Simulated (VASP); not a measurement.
# GaN (I-4m2) in VASP: notebook

GaN is run at these levels: PBE; tasks: single point.

Everything below comes from runs of VASP 6.6.1. Logs are shortened: lines on timing, memory, paths and dates and some standing lists are left out, and cuts for length are marked.

## Step 1: The cell of the first run

Symmetry: I-4m2, No. 119, tetragonal system. The conventional cell has a = 3.120 Å, b = 3.120 Å, c = 4.480 Å, α = 90.00°, β = 90.00°, γ = 90.00°. Within 2.5 Å of Ga (site symmetry -4m2) lie 4 N at 1.92 Å. N (site symmetry -4m2) has 4 Ga at 1.92 Å within 2.5 Å.

## Step 2: Single point, PBE (strain -0.030 along x and y, -0.015 along z)

INCAR reads:

```
ALGO     = Normal         # electronic algorithm
EDIFF    = 1E-6           # SCF threshold, eV
ENCUT    = 520            # plane-wave cutoff, eV
GGA      = PE             # functional
ISIF     = 2              # what is computed and relaxed
ISMEAR   = 0              # smearing method
LASPH    = T              # aspherical terms in the spheres
LCHARG   = T              # write CHGCAR
LELF     = T              # ELF
LREAL    = F              # projectors in reciprocal space
LVHAR    = T            
LWAVE    = F              # write WAVECAR
NBANDS   = 16             # bands
NELM     = 60             # most SCF steps
PREC     = Accurate       # precision mode
SIGMA    = 0.05           # smearing width, eV
```

KPOINTS reads:

```
k-points
0
Gamma
  10 10 10
```

POSCAR reads:

```
GaN
1.0
    0.0000000000      2.2060113380      2.2401249154
    2.2060113380      0.0000000000      2.2401249154
    2.2060113380      2.2060113380      0.0000000000
Ga N
1 1
Direct
    0.0000000000      0.0000000000      0.0000000000
    0.7500000000      0.7500000000      0.7500000000
```

Potentials or basis: VASP PAW PBE potentials, release 64 (Ga_d, N).

Launch:

```console
> cat potpaw_PBE.64/Ga_d/POTCAR potpaw_PBE.64/N/POTCAR > POTCAR
> mpirun -np 1 vasp_std > vasp.out
```

OUTCAR:

```text
EDIFF = 1E-6
   ENCUT = 520
   GGA = PE
   ISIF = 2
   ISMEAR = 0
   LASPH = T
   LREAL = F
   NELM = 60
   PREC = Accurate

 ion  position               nearest neighbor table
   1  0.000  0.000  0.000-   2 1.92   2 1.92   2 1.92   2 1.92
   2  0.750  0.750  0.750-   1 1.92   1 1.92   1 1.92   1 1.92

  LATTYP: Found a body centered tetragonal cell.
 ALAT       =     3.1197711529
 C/A-ratio  =     1.4360828443

  Lattice vectors:

 A1 = (  -2.2060113380,   0.0000000000,   2.2401249154)
 A2 = (   2.2060113380,   0.0000000000,   2.2401249154)
 A3 = (   0.0000000000,   2.2060113380,  -2.2401249154)

Analysis of symmetry for initial positions (statically):
=====================================================================
 Subroutine PRICEL returns:
 Original cell was already a primitive cell.

 Routine SETGRP: Setting up the symmetry group for a
 body centered tetragonal supercell.

 Subroutine GETGRP returns: Found  8 space group operations
 (whereof  8 operations were pure point group operations)
 out of a pool of 16 trial point group operations.

The static configuration has the point symmetry D_2d.

Analysis of symmetry for dynamics (positions and initial velocities):
=====================================================================
 Subroutine PRICEL returns:
 Original cell was already a primitive cell.

 Routine SETGRP: Setting up the symmetry group for a
 body centered tetragonal supercell.

 Subroutine GETGRP returns: Found  8 space group operations
 (whereof  8 operations were pure point group operations)
 out of a pool of 16 trial point group operations.

The dynamic configuration has the point symmetry D_2d.

 Subroutine INISYM returns: Found  8 space group operations
 (whereof  8 operations are pure point group operations),
 and found     1 'primitive' translations

----------------------------------------------------------------------------------------

                                     Primitive cell

  volume of cell :      21.8031

  direct lattice vectors                    reciprocal lattice vectors
     0.000000000  2.206011338  2.240124915    -0.226653414  0.226653414  0.223201839
     2.206011338  0.000000000  2.240124915     0.226653414 -0.226653414  0.223201839
     2.206011338  2.206011338  0.000000000     0.226653414  0.226653414 -0.223201839

  length of vectors
     3.143985633  3.143985633  3.119771153     0.390592627  0.390592627  0.390592627

  position of ions in fractional coordinates (direct lattice)
     0.000000000  0.000000000  0.000000000
     0.750000000  0.750000000  0.750000000

  ion indices of the primitive-cell ions
   primitive index   ion index
                 1           1
                 2           2

----------------------------------------------------------------------------------------

 KPOINTS: k-points

Automatic generation of k-mesh.
 Grid dimensions read from file:
 generate k-points for:   10   10   10

 Generating k-lattice:

  Cartesian coordinates                     Fractional coordinates (reciprocal lattice)
    -0.022665341  0.022665341  0.022320184     0.100000000  0.000000000  0.000000000
     0.022665341 -0.022665341  0.022320184     0.000000000  0.100000000  0.000000000
     0.022665341  0.022665341 -0.022320184    -0.000000000 -0.000000000  0.100000000

  Length of vectors
     0.039059263  0.039059263  0.039059263

  Shift w.r.t. Gamma in fractional coordinates (k-lattice)
     0.000000000  0.000000000  0.000000000

 Subroutine IBZKPT returns following result:
 ===========================================

 Found    102 irreducible k-points:

 Following reciprocal coordinates:
            Coordinates               Weight
  0.000000  0.000000  0.000000      1.000000
  0.100000 -0.000000  0.000000      8.000000
  0.200000 -0.000000  0.000000      8.000000
  0.300000  0.000000  0.000000      8.000000
  0.400000  0.000000  0.000000      8.000000
  0.500000  0.000000  0.000000      4.000000
[... 16 lines left out ...]
  0.300000  0.300000  0.000000      2.000000
  0.400000  0.300000  0.000000      8.000000
 [... further k-points ...]
   k-points           NKPTS =    102   k-points in BZ     NKDIM =    102   number of bands    NBANDS=     16
   number of dos      NEDOS =    301   number of ions     NIONS =      2
   total plane-waves  NPLWV =  13824
   dimension x,y,z NGX =    24 NGY =   24 NGZ =   24
   dimension x,y,z NGXF=    48 NGYF=   48 NGZF=   48
   ions per type =               1   1
   NGX,Y,Z   is equivalent  to a cutoff of  12.69, 12.69, 12.79 a.u.
   NGXF,Y,Z  is equivalent  to a cutoff of  25.38, 25.38, 25.58 a.u.
 SYSTEM =  unknown system
   PREC   = accura    normal or accurate (medium, high low for compatibility)
   ISTART =      0    job   : 0-new  1-cont  2-samecut
   ICHARG =      2    charge: 1-file 2-atom 10-const
   ISPIN  =      1    spin polarized calculation?
   LNONCOLLINEAR =      F non collinear calculations
   LSORBIT =      F    spin-orbit coupling
   LASPH  =      T    aspherical Exc in radial PAW
   ENCUT  =  520.0 eV  38.22 Ry    6.18 a.u.   5.85  5.85  5.80*2*pi/ulx,y,z
   NELM   =     60;   NELMIN=  2; NELMDL= -5     # of ELM steps
   EDIFF  = 0.1E-05   stopping-criterion for ELM
   LREAL  =      F    real-space projection
   EDIFFG = 0.1E-04   stopping-criterion for IOM
   NSW    =      0    number of steps for IOM
   IBRION =     -1    ionic relax: 0-MD 1-quasi-New 2-CG
   NFREE  =      0    steps in history (QN), initial steepest desc. (CG)
   ISIF   =      2    stress and relaxation
   ISYM   =      2    0-nonsym 1-usesym 2-fastsym
   POTIM  = 0.5000    time-step for ionic-motion
   TEBEG  =    0.0;   TEEND  =   0.0 temperature during run
   PSTRESS=    0.0 pullay stress
   NELECT =      18.0000    total number of electrons
   NUPDOWN=      -1.0000    fix difference up-down
   EMIN   =  10.00;   EMAX   =-10.00  energy-range for DOS
   EFERMI =   0.00;   METHOD = LEGACY
   ISMEAR =     0;   SIGMA  =   0.05  broadening in eV -4-tet -1-fermi 0-gaus
   EFERMI_NEDOS =   21; number of points for ismear=-14 and -15
   IALGO  =     38    algorithm
   IMIX   =      4    mixing-type and parameters
     AMIX     =   0.40;   BMIX     =  1.00
     AMIX_MAG =   1.60;   BMIX_MAG =  1.00
  volume/ion in A,a.u.               =      10.90        73.57
  Fermi-wavevector in a.u.,A,eV,Ry     =   1.535771  2.902186 32.090595  2.358592
  Thomas-Fermi vector in A             =   2.642513
   LORBIT       =      0    0 simple, 1 ext, 2 COOP (PROOUT), +10 PAW based schemes
   GGA     = PE    functional components
   LHFCALC =     F    Hartree Fock is set to
   AEXX    =    0.0000 exact exchange contribution
   IVDW    =     0    specifies the selected vdW correction
   LEPSILON=     F    determine dielectric tensor
   LRPA    =     F    only Hartree local field effects (RPA)
 non-spin polarized calculation
 Gauss-broadening in eV      SIGMA  =   0.05
  energy-cutoff  :      520.00
  volume of cell :       21.80
 maximum number of plane-waves:       604
   NGX = 11   NGY = 11   NGZ = 11

 number of electron      18.0000012 magnetization

 Free energy of the ion-electron system (eV)
  ---------------------------------------------------
  ext. energy  EPLUGINS =         0.00000000
  ---------------------------------------------------
  free energy    TOTEN  =       -12.07336402 eV

  energy without entropy =      -12.07336402  energy(sigma->0) =      -12.07336402

 E-fermi :   6.1356     XC(G=0): -11.9294

 val. band max:        5.8489505146   @ k =   0.0000   0.0000   0.0000
 cond. band min:       7.8617392567   @ k =   0.0000   0.0000   0.0000
 fundamental gap:      2.0127887422
 Fermi energy:         6.1356354654

 k-point     1 :       0.0000    0.0000    0.0000
  band No.  band energies     occupation
      1     -10.5371      2.00000
      2      -7.6802      2.00000
      3      -7.6620      2.00000
      4      -7.6620      2.00000
      5      -7.2970      2.00000
      6      -7.2953      2.00000
[... 8 lines left out ...]
     15      24.7038      0.00000
     16      25.2306      0.00000

 k-point     2 :       0.1000   -0.0000    0.0000
  band No.  band energies     occupation
      1     -10.4159      2.00000
      2      -7.6607      2.00000
      3      -7.6464      2.00000
      4      -7.6304      2.00000
      5      -7.2981      2.00000
      6      -7.2973      2.00000
[... 8 lines left out ...]
     15      23.8877      0.00000
     16      23.9015      0.00000

 k-point     3 :       0.2000   -0.0000    0.0000
  band No.  band energies     occupation
      1     -10.1044      2.00000
      2      -7.6225      2.00000
      3      -7.6100      2.00000
      4      -7.4790      2.00000
      5      -7.2975      2.00000
      6      -7.2953      2.00000
[... 8 lines left out ...]
     15      22.9474      0.00000
     16      23.0388      0.00000

 k-point     4 :       0.3000    0.0000    0.0000
  band No.  band energies     occupation
      1      -9.7571      2.00000
      2      -7.5902      2.00000
      3      -7.5772      2.00000
      4      -7.2841      2.00000
      5      -7.2786      2.00000
      6      -7.0872      2.00000
[... 8 lines left out ...]
     15      23.4740      0.00000
     16      23.5027      0.00000

 k-point     5 :       0.4000    0.0000    0.0000
  band No.  band energies     occupation
      1      -9.5360      2.00000
      2      -7.5764      2.00000
      3      -7.5629      2.00000
      4      -7.2600      2.00000
      5      -7.2508      2.00000
      6      -6.4496      2.00000
[... 8 lines left out ...]
     15      24.9687      0.00000
     16      25.0164      0.00000

 k-point     6 :       0.5000    0.0000    0.0000
  band No.  band energies     occupation
      1      -9.4693      2.00000
      2      -7.5739      2.00000
      3      -7.5603      2.00000
      4      -7.2477      2.00000
      5      -7.2372      2.00000
      6      -6.0497      2.00000
[... 8 lines left out ...]
     15      26.0594      0.00000
     16      26.1139      0.00000
[... 267 lines left out ...]
 k-point    21 :      -0.3000    0.2000    0.0000
  band No.  band energies     occupation
      1      -9.4538      2.00000
      2      -7.5627      2.00000
      3      -7.5011      2.00000
      4      -7.3078      2.00000
      5      -7.3029      2.00000
      6      -6.3029      2.00000
[... 8 lines left out ...]
     15      23.8250      0.00000
     16      26.8750      0.00000

 k-point    22 :      -0.2000    0.2000    0.0000
  band No.  band energies     occupation
      1      -9.6465      2.00000
      2      -7.5727      2.00000
      3      -7.5430      2.00000
      4      -7.3247      2.00000
      5      -7.3237      2.00000
      6      -6.8816      2.00000
[... 8 lines left out ...]
     15      23.8151      0.00000
     16      26.8505      0.00000

 k-point    23 :       0.3000    0.3000    0.0000
  band No.  band energies     occupation
      1      -9.5550      2.00000
      2      -7.5084      2.00000
      3      -7.4452      2.00000
      4      -7.4452      2.00000
      5      -7.2412      2.00000
      6      -6.9280      2.00000
[... 8 lines left out ...]
     15      28.5614      0.00000
     16      29.2120      0.00000

 k-point    24 :       0.4000    0.3000    0.0000
  band No.  band energies     occupation
      1      -9.4033      2.00000
      2      -7.5246      2.00000
      3      -7.4075      2.00000
      4      -7.4051      2.00000
      5      -7.2306      2.00000
      6      -6.4697      2.00000
[... 8 lines left out ...]
     15      28.9217      0.00000
     16      29.0044      0.00000

 [... further k-points ...]

------------------------ aborting loop because EDIFF is reached ----------------------------------------

  FORCE on cell =-STRESS in cart. coord.  units (eV):
  Direction    XX          YY          ZZ          XY          YZ          ZX
  --------------------------------------------------------------------------------------
  -------------------------------------------------------------------------------------
  Total        2.1860389      2.1860389      1.9348645      0.0000000     -0.0000000     -0.0000000
  in kB      160.6389107    160.6389107    142.1816088      0.0000000     -0.0000000     -0.0000000
  external PRESSURE =     154.4864767 kB  Pullay stress =       0.0000000 kB

 VOLUME and BASIS-vectors are now :
 -----------------------------------------------------------------------------
  energy-cutoff  :      520.00
  volume of cell :       21.80
      direct lattice vectors                 reciprocal lattice vectors
     0.000000000  2.206011338  2.240124915    -0.226653414  0.226653414  0.223201839
     2.206011338  0.000000000  2.240124915     0.226653414 -0.226653414  0.223201839
     2.206011338  2.206011338  0.000000000     0.226653414  0.226653414 -0.223201839

 POSITION                                       TOTAL-FORCE (eV/Angst)
 -----------------------------------------------------------------------------------
      0.00000      0.00000      0.00000        -0.000000     -0.000000      0.000000
      3.30902      3.30902      3.36019         0.000000      0.000000      0.000000
 -----------------------------------------------------------------------------------
    total drift:                               -0.000001     -0.000001     -0.000002

  FREE ENERGIE OF THE ION-ELECTRON SYSTEM (eV)
  ---------------------------------------------------
  free  energy   TOTEN  =       -12.0733640187 eV

  energy  without entropy=      -12.0733640187  energy(sigma->0) =      -12.07336402
```

Run time: 14 s. Hardware: 1 thread of Intel Xeon 6975P-C, shared host; peak memory 0.17 GiB.

What came out:

```yaml
Free_energy: -12.0734 eV
Pressure: 15.4 GPa
Band_gap_on_the_k_mesh: 2.01 eV, direct
```

Stress tensor (GPa, compression positive):
```
16.06  0.00  0.00
 0.00 16.06  0.00
 0.00  0.00 14.22
```

Caveat: the cell differs from its parent crystal (strain -0.030 along x and y, -0.015 along z).

(Part 1 of 3 ends here.)
